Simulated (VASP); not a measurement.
# TaN in VASP: a series of runs, part 2 of 2

VASP 6.6.1. The steps go on from the part before.

## (4) Single point, PBEsol (atoms displaced along a vibrational mode)

Input file INCAR:

```
PREC = Accurate
ENCUT = 520
EDIFF = 1E-6
ISMEAR = 0
SIGMA = 0.15
LREAL = False
LASPH = True
NELM = 80
ALGO = Normal
ISIF = 2
LWAVE = False
LCHARG = False
GGA = PS
NBANDS = 24
```

Input file KPOINTS:

```
Automatic mesh
0
Gamma
  15 15 8
```

Input file POSCAR:

```
TaN
1.0
    2.8891806446      0.0000000000      0.0000000000
   -1.4445903223      2.5021038344      0.0000000000
    0.0000000000      0.0000000000      5.8600190937
Ta N
2 2
Direct
   -0.0447475441     -0.0567522411      0.0000000000
    0.0447475441      0.0567522411      0.5000000000
    0.3333333333      0.6666666667      0.2500000000
    0.6666666667      0.3333333333      0.7500000000
```

Potentials or basis: VASP PAW PBE potentials, release 64 (Ta_pv, N).

Run with:

```console
$ cat potpaw_PBE.64/Ta_pv/POTCAR potpaw_PBE.64/N/POTCAR > POTCAR
$ mpirun -np 1 vasp_std > vasp.out
```

OUTCAR:

```text
PREC = Accurate
   ENCUT = 520
   EDIFF = 1E-6
   ISMEAR = 0
   LREAL = False
   LASPH = True
   NELM = 80
   ISIF = 2
   GGA = PS

 ion  position               nearest neighbor table
   1  0.955  0.943  0.000-   4 2.12   3 2.14   3 2.20   4 2.25   4 2.31   3 2.33   2 2.95   2 2.95

   2  0.045  0.057  0.500-   3 2.12   4 2.14   4 2.20   3 2.25   3 2.31   4 2.33   1 2.95   1 2.95

   3  0.333  0.667  0.250-   2 2.12   1 2.14   1 2.20   2 2.25   2 2.31   1 2.33
   4  0.667  0.333  0.750-   1 2.12   2 2.14   2 2.20   1 2.25   1 2.31   2 2.33

  LATTYP: Found a hexagonal cell.
 ALAT       =     2.8891806446
 C/A-ratio  =     2.0282633087

  Lattice vectors:

 A1 = (   2.8891806446,   0.0000000000,   0.0000000000)
 A2 = (  -1.4445903223,   2.5021038344,   0.0000000000)
 A3 = (   0.0000000000,   0.0000000000,   5.8600190937)

Analysis of symmetry for initial positions (statically):
=====================================================================
 Subroutine PRICEL returns:
 Original cell was already a primitive cell.

 Routine SETGRP: Setting up the symmetry group for a
 hexagonal supercell.

 Subroutine GETGRP returns: Found  2 space group operations
 (whereof  1 operations were pure point group operations)
 out of a pool of 24 trial point group operations.

The static configuration has the point symmetry C_1 .
 The point group associated with its full space group is C_2 .

Analysis of symmetry for dynamics (positions and initial velocities):
=====================================================================
 Subroutine PRICEL returns:
 Original cell was already a primitive cell.

 Routine SETGRP: Setting up the symmetry group for a
 hexagonal supercell.

 Subroutine GETGRP returns: Found  2 space group operations
 (whereof  1 operations were pure point group operations)
 out of a pool of 24 trial point group operations.
[... 117 lines left out ...]
   NELECT =      32.0000    total number of electrons
   NUPDOWN=      -1.0000    fix difference up-down
   EMIN   =  10.00;   EMAX   =-10.00  energy-range for DOS
   EFERMI =   0.00;   METHOD = LEGACY
   ISMEAR =     0;   SIGMA  =   0.15  broadening in eV -4-tet -1-fermi 0-gaus
   EFERMI_NEDOS =   21; number of points for ismear=-14 and -15
   IALGO  =     38    algorithm
   IMIX   =      4    mixing-type and parameters
     AMIX     =   0.40;   BMIX     =  1.00
     AMIX_MAG =   1.60;   BMIX_MAG =  1.00
  volume/ion in A,a.u.               =      10.59        71.47
  Fermi-wavevector in a.u.,A,eV,Ry     =   1.490957  2.817500 30.245111  2.222953
  Thomas-Fermi vector in A             =   2.603673
   LORBIT       =      0    0 simple, 1 ext, 2 COOP (PROOUT), +10 PAW based schemes
   GGA     = PS    functional components
   LHFCALC =     F    Hartree Fock is set to
   AEXX    =    0.0000 exact exchange contribution
   IVDW    =     0    specifies the selected vdW correction
   LEPSILON=     F    determine dielectric tensor
   LRPA    =     F    only Hartree local field effects (RPA)
 non-spin polarized calculation
 Gauss-broadening in eV      SIGMA  =   0.15
  energy-cutoff  :      520.00
  volume of cell :       42.36
 maximum number of plane-waves:      1174
 NGX is ok and might be reduce to    24
   NGX = 11   NGY = 11   NGZ = 21

 number of electron      32.0000000 magnetization

 Free energy of the ion-electron system (eV)
  ---------------------------------------------------
  ext. energy  EPLUGINS =         0.00000000
  ---------------------------------------------------
  free energy    TOTEN  =       -46.45036250 eV

  energy without entropy =      -46.43628674  energy(sigma->0) =      -46.44332462

 E-fermi :   8.3077     XC(G=0): -13.5942

 val. band max:        8.3057521479   @ k =  -0.1333   0.0667   0.1250
 cond. band min:       8.3096699531   @ k =  -0.1333   0.3333   0.2500
 fundamental gap:      0.0039178052
 Fermi energy:         8.3077183459

 k-point     1 :       0.0000    0.0000    0.0000
  band No.  band energies     occupation
      1     -27.2511      2.00000
      2     -26.4391      2.00000
      3     -26.1381      2.00000
      4     -26.1304      2.00000
      5     -26.0847      2.00000
      6     -26.0676      2.00000
[... 637 lines left out ...]
     23      12.7932      0.00000
     24      14.0320      0.00000

 [... further k-points ...]
[... 5 lines left out ...]
  --------------------------------------------------------------------------------------
  -------------------------------------------------------------------------------------
  Total        0.7586288      1.1442143      1.8187295      0.1491839      0.0000000      0.0000000
  in kB       28.6920028     43.2751809     68.7859346      5.6422663      0.0000000      0.0000000
  external PRESSURE =      46.9177061 kB  Pullay stress =       0.0000000 kB

 VOLUME and BASIS-vectors are now :
 -----------------------------------------------------------------------------
  energy-cutoff  :      520.00
  volume of cell :       42.36
      direct lattice vectors                 reciprocal lattice vectors
     2.889180645  0.000000000  0.000000000     0.346118891  0.199831835  0.000000000
    -1.444590322  2.502103834  0.000000000     0.000000000  0.399663670  0.000000000
     0.000000000  0.000000000  5.860019094     0.000000000  0.000000000  0.170647908

 POSITION                                       TOTAL-FORCE (eV/Angst)
 -----------------------------------------------------------------------------------
      1.39729      2.36010      0.00000         0.668759      2.005928      0.020561
      0.04730      0.14200      2.93001        -0.668759     -2.005928      0.020561
     -0.00000      1.66807      1.46500        -0.083987      0.112366     -0.020561
      1.44459      0.83403      4.39501         0.083987     -0.112366     -0.020561
 -----------------------------------------------------------------------------------
    total drift:                               -0.000000     -0.000000      0.000010

  FREE ENERGIE OF THE ION-ELECTRON SYSTEM (eV)
  ---------------------------------------------------
  free  energy   TOTEN  =       -46.4503625014 eV

  energy  without entropy=      -46.4362867368  energy(sigma->0) =      -46.44332462
```

It took 2.9 min on 1 thread of Intel Xeon 6975P-C (Granite Rapids), shared host; peak memory 0.56 GiB.

Results:

| Property | Result |
| --- | --- |
| Free energy | -46.4504 eV |
| Pressure | 4.7 GPa |
| Largest force | 2.115 eV/Å |
| Band gap on the k mesh | zero (bands 16 and 17 overlap by 0.79 eV) |

Forces in eV/Å, atoms in the order of the input:
```
Ta   0.669  2.006  0.021
Ta  -0.669 -2.006  0.021
N   -0.084  0.112 -0.021
N    0.084 -0.112 -0.021
```

Levels at points of the mesh, in eV from the Fermi level:
```tsv
k point	band 14	band 15	band 16	band 17	band 18	band 19
(0.00, 0.00, 0.00)	-2.30	-2.24	-0.34	-0.25	0.57	0.69
(0.00, 0.00, 0.50)	-3.99	-0.65	-0.65	0.99	0.99	1.00
```

Caveat: the cell differs from its parent crystal (atoms displaced along a vibrational mode); the cell stands under pressure; the PAW data sets were made with another functional, which shifts forces and pressure a little; spin-orbit coupling is left out, which moves the levels of the heavy elements.

## (5) The runs side by side

```tsv
level	cell	gap on the mesh (eV)	pressure (GPa)	largest force (eV/Å)
PBEsol	as given, atomic positions A	none	2.5	1.38
RPBE	as given, atomic positions B	none	18.9	2.03
PBEsol	as given, atomic positions C	none	4.7	2.11
```

Alike in all rows: task single point; potentials or basis VASP PAW PBE potentials, release 64 (Ta_pv, N); no spin polarisation; k mesh 15 × 15 × 8; cutoff (eV) 520; smearing gaussian 0.15 eV.

Caveats: the PAW data sets were made with another functional, which shifts forces and pressure a little; spin-orbit coupling is left out, which moves the levels of the heavy elements; the cell stands under pressure (at least some runs).

Total energies depend on the potentials used, so only differences within one code and one set of settings carry meaning.
